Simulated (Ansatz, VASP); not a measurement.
**ZnS: VASP beside Ansatz**

POSCAR

```
ZnS
1.0
    0.0000000000      2.6603390394      2.6603390394
    2.6603390394      0.0000000000      2.6603390394
    2.6603390394      2.6603390394      0.0000000000
Zn S
1 1
Direct
    0.2500000000      0.2500000000      0.2500000000
    0.0000000000      0.0000000000      0.0000000000
```

INCAR.step1

```
PREC = Accurate ; ENCUT = 520
EDIFF = 1E-5 ; ISMEAR = 0
SIGMA = 0.02 ; LREAL = False
LASPH = True ; NELM = 100
ALGO = Normal ; ISIF = 2
LWAVE = True ; NBANDS = 16
GGA = PE
```

Contents of INCAR.step2:

```
PREC = Accurate ; ENCUT = 520
EDIFF = 1E-6 ; ISMEAR = 0
SIGMA = 0.02 ; LREAL = False
LASPH = True ; NELM = 100
ALGO = Normal ; ISIF = 2
LWAVE = False ; LCHARG = True
GGA = PE ; LHFCALC = True
HFSCREEN = 0.2079 ; PRECFOCK = Normal
LELF = True ; LVHAR = True
NBANDS = 16 ; ISTART = 1
```

KPOINTS

```
regular mesh
0
Gamma
  4 4 4
```

Input for Ansatz:

```yaml
crystal:
  lattice:
    - [0.0, 2.6603390394, 2.6603390394]
    - [2.6603390394, 0.0, 2.6603390394]
    - [2.6603390394, 2.6603390394, 0.0]
  atoms:
    - { symbol: Zn, position: [0.25, 0.25, 0.25] }
    - { symbol: S, position: [0.0, 0.0, 0.0] }
basis:
  ecutwfc: 420
kpoints:
  mp_grid: { grid: [4, 4, 4] }
hamiltonian:
  xc: hse06
scf:
  occupations: { method: gaussian, width: 0.02 }
output:
  forces: true
  stress: true
  eigenvalues: true
```

Alike in both runs: task single point; functional HSE06; k mesh 4 × 4 × 4; occupations gaussian, width 0.02 eV; no spin polarisation.

```csv
,VASP,Ansatz
version,VASP 6.6.1,Ansatz 0.2.0
potentials or method,"VASP PAW PBE potentials, release 64 (Zn, S), cutoff 520 eV","scalar-relativistic, plane waves, PAW"
valence electrons in the cell,18,18
```

|  | VASP | Ansatz | Ansatz less VASP |
| --- | --- | --- | --- |
| gap on the k mesh at the Fermi level (eV) | 3.57 | 3.58 | +0.007 |
| least direct gap on the mesh (eV) | 3.57 | 3.58 | +0.007 |
| pressure (GPa) | 5.3 | 5.3 | +0.02 |

With one functional, cell and mesh, what is left measures potentials, basis and numerics. Ansatz's warnings: stress exchange threshold loose, stress scf threshold loose.

The k mesh is coarse, so the values compare programs but aren't converged.
